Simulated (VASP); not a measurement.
# C (P6_3/mmc) in VASP: relaxation of cell and atoms with PBEsol

Aim: the relaxation of cell and atoms of C with PBEsol.

All numbers are computed with VASP 6.6.1; they aren't measurements. Logs are shortened: lines on timing, memory, paths and dates and some standing lists are left out, and cuts for length are marked.

### Step 1. The cell of the first run

The structure is hexagonal, space group P6_3/mmc (No. 194). The conventional cell has a = 2.460 Å, b = 2.460 Å, c = 6.700 Å, α = 90.00°, β = 90.00°, γ = 120.00°. Within 1.9 Å of C (site symmetry -6m2) lie 3 C at 1.42 Å. Within 1.9 Å of C (site symmetry -6m2) lie 3 C at 1.42 Å.

### Step 2. Relaxation of cell and atoms, PBEsol

INCAR reads:

```
PREC = Accurate ; ENCUT = 910
EDIFF = 1E-7 ; ISMEAR = 0
SIGMA = 0.05 ; LREAL = F
LASPH = T ; NELM = 120
ALGO = Normal ; ISIF = 3
LWAVE = F ; LCHARG = F
GGA = PS ; IBRION = 2
NSW = 80 ; EDIFFG = -0.01
GGA_COMPAT = F ; NELMIN = 4
```

KPOINTS reads:

```
regular mesh
0
Gamma
  24 24 8
```

POSCAR reads:

```
C
1.0
    2.4600000000      0.0000000000      0.0000000000
   -1.2300000000      2.1304224933      0.0000000000
    0.0000000000      0.0000000000      6.7000000000
C
4
Direct
    0.0000000000      0.0000000000      0.2500000000
    0.3333333333      0.6666666667      0.2500000000
    0.0000000000      0.0000000000      0.7500000000
    0.6666666667      0.3333333333      0.7500000000
```

Potentials or basis: VASP PAW PBE potentials, release 64 (C_h).

Command:

```bash
> cat potpaw_PBE.64/C_h/POTCAR > POTCAR
> mpirun -np 1 vasp_std > vasp.out
```

OUTCAR:

```text
PREC = Accurate
   ENCUT = 910
   EDIFF = 1E-7
   ISMEAR = 0
   LREAL = F
   LASPH = T
   NELM = 120
   ISIF = 3
   GGA = PS
   IBRION = 2
   NSW = 80
   EDIFFG = -0.01
   NELMIN = 4

 ion  position               nearest neighbor table
   1  0.000  0.000  0.250-   2 1.42   2 1.42   2 1.42
   2  0.333  0.667  0.250-   1 1.42   1 1.42   1 1.42
   3  0.000  0.000  0.750-   4 1.42   4 1.42   4 1.42
   4  0.667  0.333  0.750-   3 1.42   3 1.42   3 1.42

  LATTYP: Found a hexagonal cell.
 ALAT       =     2.4600000000
 C/A-ratio  =     2.7235772358

  Lattice vectors:

 A1 = (   2.4600000000,   0.0000000000,   0.0000000000)
 A2 = (  -1.2300000000,   2.1304224933,   0.0000000000)
 A3 = (   0.0000000000,   0.0000000000,   6.7000000000)

Analysis of symmetry for initial positions (statically):
=====================================================================
 Subroutine PRICEL returns:
 Original cell was already a primitive cell.

 Routine SETGRP: Setting up the symmetry group for a
 hexagonal supercell.

 Subroutine GETGRP returns: Found 24 space group operations
 (whereof 12 operations were pure point group operations)
 out of a pool of 24 trial point group operations.

The static configuration has the point symmetry D_3d.
 The point group associated with its full space group is D_6h.

Analysis of symmetry for dynamics (positions and initial velocities):
=====================================================================
 Subroutine PRICEL returns:
 Original cell was already a primitive cell.

 Routine SETGRP: Setting up the symmetry group for a
 hexagonal supercell.

 Subroutine GETGRP returns: Found 24 space group operations
 (whereof 12 operations were pure point group operations)
 out of a pool of 24 trial point group operations.

The dynamic configuration has the point symmetry D_3d.
 The point group associated with its full space group is D_6h.

 Subroutine INISYM returns: Found 24 space group operations
 (whereof 12 operations are pure point group operations),
 and found     1 'primitive' translations

[... 112 lines left out ...]
   EFERMI =   0.00;   METHOD = LEGACY
   ISMEAR =     0;   SIGMA  =   0.05  broadening in eV -4-tet -1-fermi 0-gaus
   EFERMI_NEDOS =   21; number of points for ismear=-14 and -15
   IALGO  =     38    algorithm
   IMIX   =      4    mixing-type and parameters
     AMIX     =   0.40;   BMIX     =  1.00
     AMIX_MAG =   1.60;   BMIX_MAG =  1.00
  volume/ion in A,a.u.               =       8.78        59.24
  Fermi-wavevector in a.u.,A,eV,Ry     =   1.259765  2.380611 21.592560  1.587008
  Thomas-Fermi vector in A             =   2.393309
   LORBIT       =      0    0 simple, 1 ext, 2 COOP (PROOUT), +10 PAW based schemes
   GGA     = PS    functional components
   LHFCALC =     F    Hartree Fock is set to
   AEXX    =    0.0000 exact exchange contribution
   IVDW    =     0    specifies the selected vdW correction
   LEPSILON=     F    determine dielectric tensor
   LRPA    =     F    only Hartree local field effects (RPA)
 conjugate gradient relaxation of ions
 non-spin polarized calculation
 Gauss-broadening in eV      SIGMA  =   0.05
  energy-cutoff  :      910.00
  volume of cell :       35.11
 maximum number of plane-waves:      2238
   NGX = 13   NGY = 13   NGZ = 33

--------------------------------------- Ionic step        1  -------------------------------------------

 number of electron      16.0000001 magnetization

 Free energy of the ion-electron system (eV)
  ---------------------------------------------------
  ext. energy  EPLUGINS =         0.00000000
  ---------------------------------------------------
  free energy    TOTEN  =       -38.63134576 eV

  energy without entropy =      -38.63113796  energy(sigma->0) =      -38.63124186

------------------------ aborting loop because EDIFF is reached ----------------------------------------

  FORCE on cell =-STRESS in cart. coord.  units (eV):
  Direction    XX          YY          ZZ          XY          YZ          ZX
  --------------------------------------------------------------------------------------
  -------------------------------------------------------------------------------------
  Total       -0.1442239     -0.1442239      0.2564874     -0.0000000      0.0000000      0.0000000
  in kB       -6.5807012     -6.5807012     11.7031032     -0.0000000      0.0000000      0.0000000
  external PRESSURE =      -0.4860997 kB  Pullay stress =       0.0000000 kB
[... 253 lines left out ...]
--------------------------------------- Ionic step        8  -------------------------------------------

 number of electron      16.0000001 magnetization

 Free energy of the ion-electron system (eV)
  ---------------------------------------------------
  ext. energy  EPLUGINS =         0.00000000
  ---------------------------------------------------
  free energy    TOTEN  =       -38.63631762 eV

  energy without entropy =      -38.63610227  energy(sigma->0) =      -38.63620995

 E-fermi :   5.0635     XC(G=0): -10.3777

 val. band max:        5.0608282293   @ k =   0.3333   0.3333   0.5000
 cond. band min:       5.0637293269   @ k =   0.3333   0.3333   0.2500
 fundamental gap:      0.0029010976
 Fermi energy:         5.0634620290

 k-point     1 :       0.0000    0.0000    0.0000
  band No.  band energies     occupation
      1     -14.5749      2.00000
      2     -14.3474      2.00000
      3      -3.4027      2.00000
      4      -1.7515      2.00000
      5       2.0781      2.00000
      6       2.0781      2.00000
      7       2.0903      2.00000
      8       2.0903      2.00000
      9       8.8096      0.00000
     10      13.4117      0.00000
     11      13.4117      0.00000
     12      13.4494      0.00000
[... 331 lines left out ...]
 k-point    24 :       0.4583    0.0417    0.0000
  band No.  band energies     occupation
      1      -9.3652      2.00000
      2      -9.2391      2.00000
      3      -8.0318      2.00000
      4      -7.9249      2.00000
      5      -1.4842      2.00000
      6      -1.4433      2.00000
      7       2.2952      2.00000
      8       2.9528      2.00000
      9       6.5826      0.00000
     10       7.2207      0.00000
     11      12.5514      0.00000
     12      12.8603      0.00000

 [... further k-points ...]

------------------------ aborting loop because EDIFF is reached ----------------------------------------

  FORCE on cell =-STRESS in cart. coord.  units (eV):
  Direction    XX          YY          ZZ          XY          YZ          ZX
  --------------------------------------------------------------------------------------
  -------------------------------------------------------------------------------------
  Total       -0.0337958     -0.0337958     -0.0006273     -0.0000000     -0.0000000      0.0000000
  in kB       -1.4829427     -1.4829427     -0.0275243     -0.0000000     -0.0000000      0.0000000
  external PRESSURE =      -0.9978032 kB  Pullay stress =       0.0000000 kB
[... 19 lines left out ...]
  FREE ENERGIE OF THE ION-ELECTRON SYSTEM (eV)
  ---------------------------------------------------
  free  energy   TOTEN  =       -38.6363176235 eV

  energy  without entropy=      -38.6361022678  energy(sigma->0) =      -38.63620995

 reached required accuracy - stopping structural energy minimisation
```

CONTCAR:

```text
C
   1.00000000000000
     2.4590618303516529    0.0000000000000000    0.0000000000000000
    -1.2295309151758265    2.1296100145514836   -0.0000000000000000
    -0.0000000000000000    0.0000000000000000    6.9723514392957764
  C
     4
Direct
     0.0000000000000000    0.0000000000000000    0.2500000000000000
     0.3333333332999970    0.6666666667000030    0.2500000000000000
     0.0000000000000000    0.0000000000000000    0.7500000000000000
     0.6666666667000030    0.3333333332999970    0.7500000000000000

  0.00000000E+00  0.00000000E+00  0.00000000E+00
  0.00000000E+00  0.00000000E+00  0.00000000E+00
  0.00000000E+00  0.00000000E+00  0.00000000E+00
  0.00000000E+00  0.00000000E+00  0.00000000E+00
```

Wall time 12 min (1 thread of AMD EPYC 9R45 (Zen 5), shared host); peak memory 0.32 GiB.

What came out:

```
Free energy                           : -38.6363 eV
Relaxed volume                        : 9.13 Å³/atom
Relaxed cell                          : a = 2.459 Å, b = 2.459 Å, c = 6.972 Å, α = 90.00°, β = 90.00°, γ = 120.00°
Space group after relaxing (to 0.1 Å) : P6_3/mmc (No. 194)
Energy gained by relaxing             : 1.2 meV/atom
Ionic steps                           : 8
Pressure after relaxing               : -0.1 GPa
Band gap on the k mesh                : zero (bands 8 and 9 overlap by 0.02 eV)
```

Step by step:
```csv
step,energy change (eV),largest force (eV/Å),pressure (GPa),volume (Å³)
1,0.0000,0.0000,-0.05,35.11
2,-0.0004,0.0000,1.39,35.10
3,-0.0005,0.0000,1.01,35.10
4,-0.0010,0.0000,0.95,35.18
5,-0.0023,0.0000,0.76,35.41
6,-0.0041,0.0000,0.40,35.86
7,-0.0048,0.0000,-0.29,36.77
8,-0.0050,0.0000,-0.10,36.51
```

Final structure:
```
CELL_PARAMETERS angstrom
2.45906 0.00000 0.00000
-1.22953 2.12961 0.00000
0.00000 0.00000 6.97235
ATOMIC_POSITIONS crystal
C 0.00000 0.00000 0.25000
C 0.33333 0.66667 0.25000
C 0.00000 0.00000 0.75000
C 0.66667 0.33333 0.75000
```

Levels at points of the mesh, in eV from the Fermi level:
```tsv
k point	band 4	band 5	band 6	band 7	band 8	band 9	band 10	band 11	band 12
(0.00, 0.00, 0.00)	-6.81	-2.99	-2.99	-2.97	-2.97	3.75	8.35	8.35	8.39
(0.50, 0.00, 0.00)	-13.23	-6.42	-6.38	-2.70	-2.13	1.47	2.08	7.30	7.60
(0.00, 0.00, 0.50)	-7.72	-2.98	-2.98	-2.98	-2.98	6.12	6.12	8.37	8.37
(0.50, 0.00, 0.50)	-13.27	-6.40	-6.40	-2.37	-2.37	1.63	1.63	7.45	7.45
```

Caveat: the cutoff is under 1.25 times the usual one of these potentials, so pressure, stress and relaxed cells hold a basis-set (Pulay) error; this functional lacks dispersion, which binds the layers, so the pressure and a relaxed spacing across them are unreliable; the PAW data sets were made with another functional, which shifts forces and pressure a little.
